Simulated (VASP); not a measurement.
Tl2SnCl6:

```
Tl Sn Cl
1.0
     0.00000    5.02907    5.02907
     5.02907    0.00000    5.02907
     5.02907    5.02907    0.00000
Tl Sn Cl
2 1 6
Direct
  0.25000 0.25000 0.25000
  0.75000 0.75000 0.75000
  0.00000 0.00000 0.00000
  0.76000 0.24000 0.24000
  0.24000 0.76000 0.24000
  0.24000 0.76000 0.76000
  0.76000 0.24000 0.76000
  0.24000 0.24000 0.76000
  0.76000 0.76000 0.24000
```

```yaml
Program: VASP 6.6.1
Task: relaxation of cell and atoms
Functional: PBEsol
Potentials_or_basis: VASP PAW PBE potentials, release 64 (Tl_d, Sn_d, Cl)
Cutoff: 600 eV
k_mesh: 4 × 4 × 4
Occupations: gaussian, width 0.05 eV
Spin: no spin polarisation
```

At the start: pressure 0.3 GPa; volume 28.27 Å³/atom.

**Question.** Where does the relaxation end?

**Answer.** Over 9 steps the energy falls by 8.4 meV/atom and the volume is 26.75 Å³/atom (-5.3 %); space group Fm-3m (No. 225, to 0.1 Å) before and after.

The path:
```csv
step,energy change (eV),largest force (eV/Å),pressure (GPa),volume (Å³)
1,0.0000,0.4018,0.25,254.39
2,-0.0268,0.0992,-0.63,256.04
3,-0.0271,0.0659,-0.73,256.24
4,-0.0484,0.0532,-0.57,252.11
5,-0.0752,0.0077,0.10,240.01
6,-0.0754,0.0128,0.03,241.02
7,-0.0754,0.0115,0.04,240.72
8,-0.0754,0.0144,-0.03,240.84
9,-0.0754,0.0001,0.01,240.78
```

Final structure:
```xyz
9
Lattice="0.0000 4.9377 4.9377 4.9377 0.0000 4.9377 4.9377 4.9377 0.0000" Properties=species:S:1:pos:R:3 pbc="T T T"
Tl    2.4689    2.4689    2.4689
Tl    7.4066    7.4066    7.4066
Sn    0.0000    0.0000    0.0000
Cl    2.4397    4.9377    4.9377
Cl    4.9377    2.4397    4.9377
Cl    7.4358    4.9377    4.9377
Cl    4.9377    7.4358    4.9377
Cl    4.9377    4.9377    2.4397
Cl    4.9377    4.9377    7.4358
```

Caveat: the PAW data sets were made with another functional, which shifts forces and pressure a little.
